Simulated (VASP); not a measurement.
Write the native input for VASP 6.6.1 that does the following.

```yaml
Task: single point
Functional: PBEsol
Potentials_or_basis: VASP PAW PBE potentials, release 64 (Si, C)
Cutoff: 600 eV
k_mesh: 10 × 10 × 10
Occupations: fermi-dirac, width 0.05 eV
Spin: no spin polarisation
Dipole_correction: no
Further_INCAR_settings: ALGO = Normal; EDIFF = 1e-06; NBANDS = 11
```

The structure of SiC (Moissanite 3C) lies in POSCAR:

```
SiC
1.0
    0.0000000000      2.1227241901      2.1227241901
    2.1227241901      0.0000000000      2.1227241901
    2.1227241901      2.1227241901      0.0000000000
Si C
1 1
Direct
    0.0000000000      0.0000000000      0.0000000000
    0.7500000000      0.7500000000      0.7500000000
```

These files were run (other wordings do the same):

INCAR

```
ALGO = Normal ; EDIFF = 1E-6
ENCUT = 600 ; GGA = PS
GGA_COMPAT = False ; ISIF = 2
ISMEAR = -1 ; LASPH = True
LCHARG = False ; LREAL = False
LWAVE = False ; NBANDS = 11
NELM = 120 ; PREC = Accurate
SIGMA = 0.05
```

KPOINTS

```
k-points
0
Gamma
  10 10 10
```

Potentials or basis: VASP PAW PBE potentials, release 64 (Si, C).

The run is started by

```sh
$ cat potpaw_PBE.64/Si/POTCAR potpaw_PBE.64/C/POTCAR > POTCAR
$ mpirun -np 1 vasp_std > vasp.out
```

It gave:

```json
{"Pressure": "20.3 GPa", "Band gap on the k mesh": "1.16 eV, indirect (least direct gap 4.52 eV)"}
```

Caveat: the PAW data sets were made with another functional, which shifts forces and pressure a little.

Wall time 5.1 s on 1 thread of Intel(R) Xeon(R) Platinum 8488C (Sapphire Rapids) (shared host), peak memory 0.13 GiB.
